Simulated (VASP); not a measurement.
Input of a VASP 6.6.1 run:

INCAR

```
PREC = Accurate
ENCUT = 910
EDIFF = 1E-6
ISMEAR = 0
SIGMA = 0.02
LREAL = F
LASPH = T
NELM = 120
ALGO = Normal
ISIF = 2
LWAVE = F
LCHARG = F
GGA = PS
NBANDS = 16
GGA_COMPAT = F
```

Contents of KPOINTS:

```
regular mesh
0
Gamma
  9 9 6
```

POSCAR

```
BN
1.0
    2.5024521521      0.0000000000      0.0000000000
   -1.2512260761      2.1671871355      0.0000000000
    0.0000000000      0.0000000000      4.2100964420
B N
2 2
Direct
    0.3333333333      0.6666666667      0.0000745351
    0.6666666667      0.3333333333      0.5000745351
    0.3333333333      0.6666666667      0.3739254649
    0.6666666667      0.3333333333      0.8739254649
```

Potentials or basis: VASP PAW PBE potentials, release 64 (B_h, N_h).

The run is started by

```bash
$ cat potpaw_PBE.64/B_h/POTCAR potpaw_PBE.64/N_h/POTCAR > POTCAR
$ mpirun -np 1 vasp_std > vasp.out
```

Problem. What does it give for the band gap on the k mesh?

Solution. 4.80 eV, indirect (least direct gap 8.19 eV).

Problem. What does it give for the pressure?

Solution. 11.6 GPa.

Problem. What does it give for the largest force?

Solution. 0.004 eV/Å.

Stress tensor (GPa, compression positive):
```
17.40  0.00  0.00
 0.00 17.40  0.00
 0.00  0.00 -0.01
```

Caveat: the cell differs from its parent crystal (strained cell); the cutoff is under 1.25 times the usual one of these potentials, so pressure, stress and relaxed cells hold a basis-set (Pulay) error; the PAW data sets were made with another functional, which shifts forces and pressure a little. A k mesh can miss the band edges.
